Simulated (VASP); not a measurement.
# Sb (R-3m) in VASP: notebook

The runs below take Sb through electric field gradients, with PBE.

Everything below comes from runs of VASP 6.6.1. Logs are shortened: lines on timing, memory, paths and dates and some standing lists are left out, and cuts for length are marked.

### 1 The cell of the first run

It takes space group R-3m (No. 166, trigonal). The conventional cell has a = 4.330 Å, b = 4.330 Å, c = 11.306 Å, α = 90.00°, β = 90.00°, γ = 120.00°. Sb (site symmetry 3m) has 6 Sb at 2.92 to 3.37 Å within 3.8 Å.

### 2 Electric field gradients, PBE (volume scaled by 1.02)

The input, INCAR:

```
PREC = Accurate
ENCUT = 520
EDIFF = 1E-8
ISMEAR = -1
SIGMA = 0.05
LREAL = F
LASPH = T
NELM = 60
ALGO = Normal
ISIF = 2
LWAVE = F
LCHARG = F
GGA = PE
LEFG = T
NBANDS = 12
```

The input, KPOINTS:

```
Automatic mesh
0
Gamma
  9 9 9
```

The input, POSCAR:

```
Sb
1.0
    2.1648431334      1.2498727658      3.7687954246
   -2.1648431334      1.2498727658      3.7687954246
    0.0000000000     -2.4997455315      3.7687954246
Sb
2
Direct
    0.2336400000      0.2336400000      0.2336400000
    0.7663600000      0.7663600000      0.7663600000
```

Potentials or basis: VASP PAW PBE potentials, release 64 (Sb).

On the command line:

```sh
$ cat potpaw_PBE.64/Sb/POTCAR > POTCAR
$ mpirun -np 1 vasp_std > vasp.out
```

OUTCAR:

```text
PREC = Accurate
   ENCUT = 520
   EDIFF = 1E-8
   ISMEAR = -1
   LREAL = F
   LASPH = T
   NELM = 60
   ISIF = 2
   GGA = PE

 ion  position               nearest neighbor table
   1  0.234  0.234  0.234-   2 2.92   2 2.92   2 2.92   2 3.37   2 3.37   2 3.37
   2  0.766  0.766  0.766-   1 2.92   1 2.92   1 2.92   1 3.37   1 3.37   1 3.37

  LATTYP: Found a trigonal (rhomboedric) cell.
 ALAT       =     4.5224491899
 COS(alpha) =     0.5417151843

  Lattice vectors:

 A1 = (   2.1648431334,   1.2498727658,   3.7687954246)
 A2 = (  -2.1648431334,   1.2498727658,   3.7687954246)
 A3 = (   0.0000000000,  -2.4997455315,   3.7687954246)

Analysis of symmetry for initial positions (statically):
=====================================================================
 Subroutine PRICEL returns:
 Original cell was already a primitive cell.

 Routine SETGRP: Setting up the symmetry group for a
 trigonal (rhombohedral) supercell.

 Subroutine GETGRP returns: Found 12 space group operations
 (whereof 12 operations were pure point group operations)
 out of a pool of 12 trial point group operations.

The static configuration has the point symmetry D_3d.

Analysis of symmetry for dynamics (positions and initial velocities):
=====================================================================
 Subroutine PRICEL returns:
 Original cell was already a primitive cell.

 Routine SETGRP: Setting up the symmetry group for a
 trigonal (rhombohedral) supercell.

 Subroutine GETGRP returns: Found 12 space group operations
 (whereof 12 operations were pure point group operations)
 out of a pool of 12 trial point group operations.

The dynamic configuration has the point symmetry D_3d.

 Subroutine INISYM returns: Found 12 space group operations
 (whereof 12 operations are pure point group operations),
 and found     1 'primitive' translations

----------------------------------------------------------------------------------------

                                     Primitive cell

  volume of cell :      61.1852

  direct lattice vectors                    reciprocal lattice vectors
     2.164843133  1.249872766  3.768795425     0.230963617  0.133346906  0.088445590
    -2.164843133  1.249872766  3.768795425    -0.230963617  0.133346906  0.088445590
     0.000000000 -2.499745531  3.768795425     0.000000000 -0.266693813  0.088445590

  length of vectors
     4.522449190  4.522449190  4.522449190     0.280977245  0.280977245  0.280977245

  position of ions in fractional coordinates (direct lattice)
     0.233640000  0.233640000  0.233640000
     0.766360000  0.766360000  0.766360000

  ion indices of the primitive-cell ions
   primitive index   ion index
                 1           1
                 2           2

----------------------------------------------------------------------------------------

 KPOINTS: Automatic mesh

Automatic generation of k-mesh.
 Grid dimensions read from file:
 generate k-points for:    9    9    9

 Generating k-lattice:

  Cartesian coordinates                     Fractional coordinates (reciprocal lattice)
     0.025662624  0.014816323  0.009827288     0.111111111  0.000000000  0.000000000
    -0.025662624  0.014816323  0.009827288     0.000000000  0.111111111  0.000000000
     0.000000000 -0.029632646  0.009827288     0.000000000  0.000000000  0.111111111

  Length of vectors
     0.031219694  0.031219694  0.031219694

  Shift w.r.t. Gamma in fractional coordinates (k-lattice)
     0.000000000  0.000000000  0.000000000

 Subroutine IBZKPT returns following result:
 ===========================================

 Found     85 irreducible k-points:

 Following reciprocal coordinates:
            Coordinates               Weight
  0.000000  0.000000  0.000000      1.000000
  0.111111  0.000000 -0.000000      6.000000
  0.222222 -0.000000 -0.000000      6.000000
  0.333333 -0.000000 -0.000000      6.000000
  0.444444 -0.000000 -0.000000      6.000000
  0.111111  0.111111 -0.000000      6.000000
[... 16 lines left out ...]
 -0.333333  0.333333  0.000000      6.000000
  0.444444  0.444444 -0.000000      6.000000
 [... further k-points ...]
   k-points           NKPTS =     85   k-points in BZ     NKDIM =     85   number of bands    NBANDS=     12
   number of dos      NEDOS =    301   number of ions     NIONS =      2
   total plane-waves  NPLWV =  46656
   dimension x,y,z NGX =    36 NGY =   36 NGZ =   36
   dimension x,y,z NGXF=    72 NGYF=   72 NGZF=   72
   ions per type =               2
   NGX,Y,Z   is equivalent  to a cutoff of  13.23, 13.23, 13.23 a.u.
   NGXF,Y,Z  is equivalent  to a cutoff of  26.47, 26.47, 26.47 a.u.
 SYSTEM =  unknown system
   PREC   = accura    normal or accurate (medium, high low for compatibility)
   ISTART =      0    job   : 0-new  1-cont  2-samecut
   ICHARG =      2    charge: 1-file 2-atom 10-const
   ISPIN  =      1    spin polarized calculation?
   LNONCOLLINEAR =      F non collinear calculations
   LSORBIT =      F    spin-orbit coupling
   LASPH  =      T    aspherical Exc in radial PAW
   ENCUT  =  520.0 eV  38.22 Ry    6.18 a.u.   8.41  8.41  8.41*2*pi/ulx,y,z
   NELM   =     60;   NELMIN=  2; NELMDL= -5     # of ELM steps
   EDIFF  = 0.1E-07   stopping-criterion for ELM
   LREAL  =      F    real-space projection
   EDIFFG = 0.1E-06   stopping-criterion for IOM
   NSW    =      0    number of steps for IOM
   IBRION =     -1    ionic relax: 0-MD 1-quasi-New 2-CG
   NFREE  =      0    steps in history (QN), initial steepest desc. (CG)
   ISIF   =      2    stress and relaxation
   ISYM   =      2    0-nonsym 1-usesym 2-fastsym
   POTIM  = 0.5000    time-step for ionic-motion
   TEBEG  =    0.0;   TEEND  =   0.0 temperature during run
   PSTRESS=    0.0 pullay stress
   NELECT =      10.0000    total number of electrons
   NUPDOWN=      -1.0000    fix difference up-down
   EMIN   =  10.00;   EMAX   =-10.00  energy-range for DOS
   EFERMI =   0.00;   METHOD = LEGACY
   ISMEAR =    -1;   SIGMA  =   0.05  broadening in eV -4-tet -1-fermi 0-gaus
   EFERMI_NEDOS =   21; number of points for ismear=-14 and -15
   IALGO  =     38    algorithm
   IMIX   =      4    mixing-type and parameters
     AMIX     =   0.40;   BMIX     =  1.00
     AMIX_MAG =   1.60;   BMIX_MAG =  1.00
  volume/ion in A,a.u.               =      30.59       206.45
  Fermi-wavevector in a.u.,A,eV,Ry     =   0.895075  1.691447 10.900436  0.801159
  Thomas-Fermi vector in A             =   2.017361
   LORBIT       =      0    0 simple, 1 ext, 2 COOP (PROOUT), +10 PAW based schemes
   GGA     = PE    functional components
[... 5 lines left out ...]
 non-spin polarized calculation
  energy-cutoff  :      520.00
  volume of cell :       61.19
 maximum number of plane-waves:      1664
 NGX is ok and might be reduce to    36
   NGX = 17   NGY = 17   NGZ = 17

 number of electron      10.0000000 magnetization

 Free energy of the ion-electron system (eV)
  ---------------------------------------------------
  ext. energy  EPLUGINS =         0.00000000
  ---------------------------------------------------
  free energy    TOTEN  =        -8.26861951 eV

  energy without entropy =       -8.26713069  energy(sigma->0) =       -8.26787510

 E-fermi :   7.1063     XC(G=0):  -9.4758

 val. band max:        7.0375475961   @ k =   0.3333   0.2222   0.2222
 cond. band min:       7.1446777159   @ k =   0.4444  -0.0000  -0.0000
 fundamental gap:      0.1071301198
 Fermi energy:         7.1063457910

 k-point     1 :       0.0000    0.0000    0.0000
  band No.  band energies     occupation
      1      -5.4953      2.00000
      2       2.2663      2.00000
      3       5.1042      2.00000
      4       5.3439      2.00000
      5       5.3439      2.00000
      6       9.1914      0.00000
      7       9.8025      0.00000
      8       9.8025      0.00000
      9      12.2095      0.00000
     10      12.2095      0.00000
     11      12.3655      0.00000
     12      13.7477      0.00000
[... 331 lines left out ...]
 k-point    24 :       0.4444    0.4444   -0.0000
  band No.  band energies     occupation
      1      -3.3187      2.00000
      2      -0.7542      2.00000
      3       1.9296      2.00000
      4       3.4938      2.00000
      5       3.5520      2.00000
      6       8.7278      0.00000
      7      11.9142      0.00000
      8      12.4883      0.00000
      9      13.4940      0.00000
     10      15.6417      0.00000
     11      16.7303      0.00000
     12      17.8787      0.00000

 [... further k-points ...]

------------------------ aborting loop because EDIFF is reached ----------------------------------------

  FORCE on cell =-STRESS in cart. coord.  units (eV):
  Direction    XX          YY          ZZ          XY          YZ          ZX
  --------------------------------------------------------------------------------------
  -------------------------------------------------------------------------------------
  Total        0.7917830      0.7917830      0.6693428      0.0000000      0.0000000      0.0000000
  in kB       20.7334097     20.7334097     17.5272234      0.0000000      0.0000000      0.0000000
  external PRESSURE =      19.6646809 kB  Pullay stress =       0.0000000 kB

 VOLUME and BASIS-vectors are now :
 -----------------------------------------------------------------------------
  energy-cutoff  :      520.00
  volume of cell :       61.19
      direct lattice vectors                 reciprocal lattice vectors
     2.164843133  1.249872766  3.768795425     0.230963617  0.133346906  0.088445590
    -2.164843133  1.249872766  3.768795425    -0.230963617  0.133346906  0.088445590
     0.000000000 -2.499745531  3.768795425     0.000000000 -0.266693813  0.088445590

 POSITION                                       TOTAL-FORCE (eV/Angst)
 -----------------------------------------------------------------------------------
      0.00000      0.00000      2.64162         0.000000      0.000000      0.137033
      0.00000      0.00000      8.66476         0.000000     -0.000000     -0.137033
 -----------------------------------------------------------------------------------
    total drift:                                0.000000     -0.000000      0.000000

  FREE ENERGIE OF THE ION-ELECTRON SYSTEM (eV)
  ---------------------------------------------------
  free  energy   TOTEN  =        -8.2686195128 eV

  energy  without entropy=       -8.2671306921  energy(sigma->0) =       -8.26787510

 Electric field gradients (V/A^2)
---------------------------------------------------------------------
 ion       V_xx      V_yy      V_zz      V_xy      V_xz      V_yz
---------------------------------------------------------------------
   1      22.946    22.946   -45.891     0.000     0.000    -0.000
   2      22.946    22.946   -45.891     0.000     0.000    -0.000
---------------------------------------------------------------------

 Electric field gradients after diagonalization (V/A^2)
 (convention: |V_zz| > |V_xx| > |V_yy|)
----------------------------------------------------------------------
 ion       V_xx      V_yy      V_zz     asymmetry (V_yy - V_xx)/ V_zz
----------------------------------------------------------------------
   1      22.946    22.946   -45.891       0.000
   2      22.946    22.946   -45.891       0.000
----------------------------------------------------------------------

           NMR quadrupolar parameters

 Cq : quadrupolar parameter    Cq=e*Q*V_zz/h
 eta: asymmetry parameters     (V_yy - V_xx)/ V_zz
 Q  : nuclear electric quadrupole moment in mb (millibarn)
----------------------------------------------------------------------
 ion       Cq(MHz)       eta       Q (mb)
----------------------------------------------------------------------
   1      -0.111       0.000       1.000
   2      -0.111       0.000       1.000
----------------------------------------------------------------------
```

It took 60 s on 1 thread of Intel Xeon 6975P-C, shared host; peak memory 0.23 GiB.

What came out:

- Free energy: -8.2686 eV
- Pressure: 2.0 GPa
- Largest force: 0.137 eV/Å
- Band gap on the k mesh: 0.11 eV, indirect (least direct gap 0.49 eV)

Forces on the atoms (eV/Å):
```
Sb   0.000  0.000  0.137
Sb   0.000  0.000 -0.137
```

Electric field gradients, principal values (V/Å²):
| atom | least | middle | greatest (by size) |
| --- | --- | --- | --- |
| 1 Sb | 22.946 | 22.946 | -45.891 |
| 2 Sb | 22.946 | 22.946 | -45.891 |

Caveat: without QUAD_EFG the Cq values of the log hold for a quadrupole moment of 1 mb, not for the nuclei; spin-orbit coupling is left out, which moves the levels of the heavy elements.

### 3 Electric field gradients, PBE (volume scaled by 1.02)

The input, INCAR:

```
SYSTEM = Sb
PREC     = Accurate       ! precision mode
ENCUT    = 520            ! plane-wave cutoff, eV
EDIFF    = 1E-8           ! SCF threshold, eV
ISMEAR   = -1             ! smearing method
SIGMA    = 0.05           ! smearing width, eV
LREAL    = .FALSE.        ! projectors in reciprocal space
LASPH    = .TRUE.         ! aspherical terms in the spheres
NELM     = 60             ! most SCF steps
ALGO     = Normal         ! electronic algorithm
ISIF     = 2              ! what is computed and relaxed
LWAVE    = .FALSE.        ! write WAVECAR
LCHARG   = .FALSE.        ! write CHGCAR
GGA      = PE             ! functional
LEFG     = .TRUE.       
NBANDS   = 12             ! bands
```

The input, KPOINTS:

```
regular mesh
0
G
  9 9 9
  0 0 0
```

POSCAR is that of step 2.

Potentials or basis: VASP PAW PBE potentials, release 64 (Sb).

On the command line:

```sh
$ cat potpaw_PBE.64/Sb/POTCAR > POTCAR
$ mpirun -np 1 vasp_std > vasp.out
```

OUTCAR:

```text
SYSTEM = Sb
   PREC = Accurate
   ENCUT = 520
   EDIFF = 1E-8
   ISMEAR = -1
   LREAL = .FALSE.
   LASPH = .TRUE.
   NELM = 60
   ISIF = 2
   GGA = PE

 ion  position               nearest neighbor table
   1  0.234  0.234  0.234-   2 2.92   2 2.92   2 2.92   2 3.37   2 3.37   2 3.37
   2  0.766  0.766  0.766-   1 2.92   1 2.92   1 2.92   1 3.37   1 3.37   1 3.37

  LATTYP: Found a trigonal (rhomboedric) cell.
 ALAT       =     4.5224491899
 COS(alpha) =     0.5417151843

  Lattice vectors:

 A1 = (   2.1648431334,   1.2498727658,   3.7687954246)
 A2 = (  -2.1648431334,   1.2498727658,   3.7687954246)
 A3 = (   0.0000000000,  -2.4997455315,   3.7687954246)

Analysis of symmetry for initial positions (statically):
=====================================================================
 Subroutine PRICEL returns:
 Original cell was already a primitive cell.

 Routine SETGRP: Setting up the symmetry group for a
 trigonal (rhombohedral) supercell.

 Subroutine GETGRP returns: Found 12 space group operations
 (whereof 12 operations were pure point group operations)
 out of a pool of 12 trial point group operations.

The static configuration has the point symmetry D_3d.

Analysis of symmetry for dynamics (positions and initial velocities):
=====================================================================
 Subroutine PRICEL returns:
 Original cell was already a primitive cell.

 Routine SETGRP: Setting up the symmetry group for a
 trigonal (rhombohedral) supercell.

 Subroutine GETGRP returns: Found 12 space group operations
 (whereof 12 operations were pure point group operations)
[... 506 lines left out ...]
      3       1.9296      2.00000
      4       3.4938      2.00000
      5       3.5520      2.00000
      6       8.7278      0.00000
      7      11.9142      0.00000
      8      12.4883      0.00000
      9      13.4940      0.00000
     10      15.6417      0.00000
     11      16.7303      0.00000
     12      17.8787      0.00000

 [... further k-points ...]

------------------------ aborting loop because EDIFF is reached ----------------------------------------

  FORCE on cell =-STRESS in cart. coord.  units (eV):
  Direction    XX          YY          ZZ          XY          YZ          ZX
  --------------------------------------------------------------------------------------
  -------------------------------------------------------------------------------------
  Total        0.7917830      0.7917830      0.6693428      0.0000000      0.0000000      0.0000000
  in kB       20.7334097     20.7334097     17.5272234      0.0000000      0.0000000      0.0000000
  external PRESSURE =      19.6646809 kB  Pullay stress =       0.0000000 kB

 VOLUME and BASIS-vectors are now :
 -----------------------------------------------------------------------------
  energy-cutoff  :      520.00
  volume of cell :       61.19
      direct lattice vectors                 reciprocal lattice vectors
     2.164843133  1.249872766  3.768795425     0.230963617  0.133346906  0.088445590
    -2.164843133  1.249872766  3.768795425    -0.230963617  0.133346906  0.088445590
     0.000000000 -2.499745531  3.768795425     0.000000000 -0.266693813  0.088445590

 POSITION                                       TOTAL-FORCE (eV/Angst)
 -----------------------------------------------------------------------------------
      0.00000      0.00000      2.64162         0.000000      0.000000      0.137033
      0.00000      0.00000      8.66476         0.000000     -0.000000     -0.137033
 -----------------------------------------------------------------------------------
    total drift:                                0.000000     -0.000000      0.000000

  FREE ENERGIE OF THE ION-ELECTRON SYSTEM (eV)
  ---------------------------------------------------
  free  energy   TOTEN  =        -8.2686195128 eV

  energy  without entropy=       -8.2671306921  energy(sigma->0) =       -8.26787510

 Electric field gradients (V/A^2)
---------------------------------------------------------------------
 ion       V_xx      V_yy      V_zz      V_xy      V_xz      V_yz
---------------------------------------------------------------------
   1      22.946    22.946   -45.891     0.000     0.000    -0.000
   2      22.946    22.946   -45.891     0.000     0.000    -0.000
---------------------------------------------------------------------

 Electric field gradients after diagonalization (V/A^2)
 (convention: |V_zz| > |V_xx| > |V_yy|)
----------------------------------------------------------------------
 ion       V_xx      V_yy      V_zz     asymmetry (V_yy - V_xx)/ V_zz
----------------------------------------------------------------------
   1      22.946    22.946   -45.891       0.000
   2      22.946    22.946   -45.891       0.000
----------------------------------------------------------------------

           NMR quadrupolar parameters

 Cq : quadrupolar parameter    Cq=e*Q*V_zz/h
 eta: asymmetry parameters     (V_yy - V_xx)/ V_zz
 Q  : nuclear electric quadrupole moment in mb (millibarn)
----------------------------------------------------------------------
 ion       Cq(MHz)       eta       Q (mb)
----------------------------------------------------------------------
   1      -0.111       0.000       1.000
   2      -0.111       0.000       1.000
----------------------------------------------------------------------
```

stdout:

```text
POSCAR found type information on POSCAR Sb
 POSCAR found :  1 types and       2 ions
 scaLAPACK will be used
 LDA part: xc-table for (Slater+PW92), standard interpolation
 POSCAR, INCAR and KPOINTS ok, starting setup
 FFT: planning ... GRIDC
 FFT: planning ... GRID_SOFT
 FFT: planning ... GRID
 WAVECAR not read
 entering main loop
ion   1

ion   2
```

It took 54 s on 1 thread of Intel Xeon 6975P-C, shared host; peak memory 0.23 GiB.

What came out:

* Free energy: -8.2686 eV
* Pressure: 2.0 GPa
* Largest force: 0.137 eV/Å
* Band gap on the k mesh: 0.11 eV, indirect (least direct gap 0.49 eV)

Forces on the atoms (eV/Å):
```
Sb   0.000  0.000  0.137
Sb   0.000  0.000 -0.137
```

Levels at points of the mesh, in eV from the valence-band top:
| k point | band 3 | band 4 | band 5 | band 6 | band 7 | band 8 |
| --- | --- | --- | --- | --- | --- | --- |
| (0.00, 0.00, 0.00) | -1.93 | -1.69 | -1.69 | 2.15 | 2.77 | 2.77 |

Electric field gradients, principal values (V/Å²):
```tsv
atom	least	middle	greatest (by size)
1 Sb	22.946	22.946	-45.891
2 Sb	22.946	22.946	-45.891
```

Caveat: without QUAD_EFG the Cq values of the log hold for a quadrupole moment of 1 mb, not for the nuclei; spin-orbit coupling is left out, which moves the levels of the heavy elements. A k mesh can miss the band edges.
